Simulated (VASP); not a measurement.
Here is a VASP 6.6.1 calculation.

INCAR

```
SYSTEM = Ba
ALGO     = Normal         ! electronic algorithm
EDIFF    = 1E-6           ! SCF threshold, eV
ENCUT    = 520            ! plane-wave cutoff, eV
GGA      = CA             ! functional
ISIF     = 2              ! what is computed and relaxed
ISMEAR   = 0              ! smearing method
LASPH    = .True.         ! aspherical terms in the spheres
LCHARG   = .False.        ! write CHGCAR
LREAL    = .False.        ! projectors in reciprocal space
LWAVE    = .False.        ! write WAVECAR
NBANDS   = 11             ! bands
NELM     = 80             ! most SCF steps
PREC     = Accurate       ! precision mode
SIGMA    = 0.15           ! smearing width, eV
```

File KPOINTS:

```
k-points
0
Gamma
  12 12 12
  0 0 0
```

The input POSCAR:

```
Ba
1.0
    3.8001860143      0.0000000000      0.0000000000
    0.0000000000      3.8001860143      0.0000000000
    0.0000000000      0.0000000000      3.9177175405
Ba
1
Direct
    0.0000000000      0.0000000000      0.0000000000
```

Potentials or basis: VASP PAW LDA potentials, release 64 (Ba_sv).

Run with:

```sh
$ cat potpaw_LDA.64/Ba_sv/POTCAR > POTCAR
$ mpirun -np 1 vasp_std > vasp.out
```

(1) Estimate the band gap on the k mesh.

(2) Estimate the pressure.

Answers

(1) zero (bands 5 and 6 overlap by 0.31 eV).

(2) -0.7 GPa.

Caveat: the cell differs from its parent crystal (strain -0.030 along x and y, +0.000 along z); spin-orbit coupling is left out, which moves the levels of the heavy elements.
